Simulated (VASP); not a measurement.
SrO3: relaxation of cell and atoms with PBE

SrO3:

```
Sr O
1.0
    -3.32696    3.32696    4.70503
     3.32696   -3.32696    4.70503
     3.32696    3.32696   -4.70503
Sr O
2 6
Direct
  0.50000 0.50000 0.00000
  0.00000 0.00000 0.00000
  0.26877 0.76877 0.03754
  0.76877 0.73123 0.50000
  0.75000 0.75000 0.00000
  0.73123 0.23123 0.96246
  0.23123 0.26877 0.50000
  0.25000 0.25000 0.00000
```

```
Program                : VASP 6.6.1
Task                   : relaxation of cell and atoms
Functional             : PBE
Potentials or basis    : VASP PAW PBE potentials, release 64 (Sr_sv, O)
Cutoff                 : 600 eV
k mesh                 : 4 × 4 × 4
Occupations            : gaussian, width 0.1 eV
Spin                   : collinear spin, ferromagnetic start
Starting moments       : [0.0, 0.0, 1.0, 1.0, 1.0, 1.0, 1.0, 1.0] μB
Dipole correction      : no
Further INCAR settings : ALGO = Normal; EDIFF = 1e-07; IBRION = 2; EDIFFG = -0.04; NSW = 90; ISIF = 3
```

| Property | Result |
| --- | --- |
| Relaxed volume | 31.91 Å³/atom |
| Relaxed cell | a = 7.119 Å, b = 7.119 Å, c = 7.119 Å, α = 119.96°, β = 119.96°, γ = 90.06° |
| Space group after relaxing (to 0.1 Å) | I4/mcm (No. 140) |
| Energy gained by relaxing | 92.6 meV/atom |
| Ionic steps | 6 |
| Pressure after relaxing | -0.1 GPa |
| Largest force after relaxing | 0.010 eV/Å |
| Band gap on the k mesh | zero (filled and empty bands overlap) |
| Net moment | 8.00 μB per cell |
| Site moments | Sr -0.04; O +1.05 μB |
| Valence electrons inside the program's atomic spheres | Sr 8.02; O 4.72, 4.73 (each value once) |

Forces in eV/Å, atoms in the order of the input:
```
Sr   0.000  0.000  0.000
Sr   0.000  0.000  0.000
O   -0.007 -0.007  0.000
O    0.007 -0.007  0.000
O    0.000  0.000  0.000
O    0.007  0.007  0.000
O   -0.007  0.007  0.000
O    0.000  0.000  0.000
```

Stress tensor (GPa, compression positive):
```
-0.16  0.00  0.00
 0.00 -0.16  0.00
 0.00  0.00  0.06
```

The path:
| step | energy change (eV) | largest force (eV/Å) | pressure (GPa) | volume (Å³) |
| --- | --- | --- | --- | --- |
| 1 | 0.0000 | 0.1028 | 4.72 | 208.31 |
| 2 | -0.5734 | 0.0552 | 2.54 | 232.32 |
| 3 | -0.7362 | 0.0023 | 0.30 | 251.37 |
| 4 | -0.7387 | 0.0095 | 0.03 | 254.07 |
| 5 | -0.7386 | 0.0120 | -0.07 | 255.05 |
| 6 | -0.7405 | 0.0102 | -0.09 | 255.27 |

Final structure:
```yaml
crystal:
  lattice:
    - [-3.56154, 3.56154, 5.03120]
    - [3.56154, -3.56154, 5.03120]
    - [3.56154, 3.56154, -5.03120]
  atoms:
    - { symbol: Sr, position: [0.50000, 0.50000, 0.00000] }
    - { symbol: Sr, position: [0.00000, 0.00000, 0.00000] }
    - { symbol: O, position: [0.26969, 0.76969, 0.03938] }
    - { symbol: O, position: [0.76969, 0.73031, 0.50000] }
    - { symbol: O, position: [0.75000, 0.75000, 0.00000] }
    - { symbol: O, position: [0.73031, 0.23031, 0.96062] }
    - { symbol: O, position: [0.23031, 0.26969, 0.50000] }
    - { symbol: O, position: [0.25000, 0.25000, 0.00000] }
```

Levels at points of the mesh, in eV from the Fermi level:
Spin up:
| k point | band 30 | band 31 | band 32 | band 33 | band 34 | band 35 |
| --- | --- | --- | --- | --- | --- | --- |
| (0.00, 0.00, 0.00) | -1.16 | -1.16 | -1.13 | 4.94 | 7.74 | 7.74 |
| (0.50, 0.00, 0.00) | -1.61 | -1.60 | -1.60 | 6.30 | 6.30 | 7.97 |
| (0.50, 0.50, 0.00) | -1.18 | -1.17 | -1.14 | 6.57 | 6.80 | 7.12 |
| (0.50, 0.50, 0.50) | -1.17 | -1.17 | -1.15 | 6.56 | 6.80 | 7.11 |
Spin down:
```csv
k point,band 20,band 21,band 22,band 23,band 24,band 25,band 26,band 27
"(0.00, 0.00, 0.00)",-0.55,-0.42,-0.42,-0.39,0.23,0.23,0.23,0.32
"(0.50, 0.00, 0.00)",-0.80,-0.26,-0.26,-0.18,-0.18,-0.15,-0.15,0.40
"(0.50, 0.50, 0.00)",-0.34,-0.31,-0.03,0.06,0.07,0.07,0.08,0.12
"(0.50, 0.50, 0.50)",-0.36,-0.29,-0.02,0.02,0.02,0.11,0.11,0.13
```

Wall time 58 min on 1 thread of Oxide Virtual Turin-like Processor, with other jobs on the host, peak memory 0.61 GiB.

Caveat: the volume moved by over 15 % at a fixed basis, so the end points are rough; semilocal functionals underestimate gaps, so a narrow gap can read as zero.
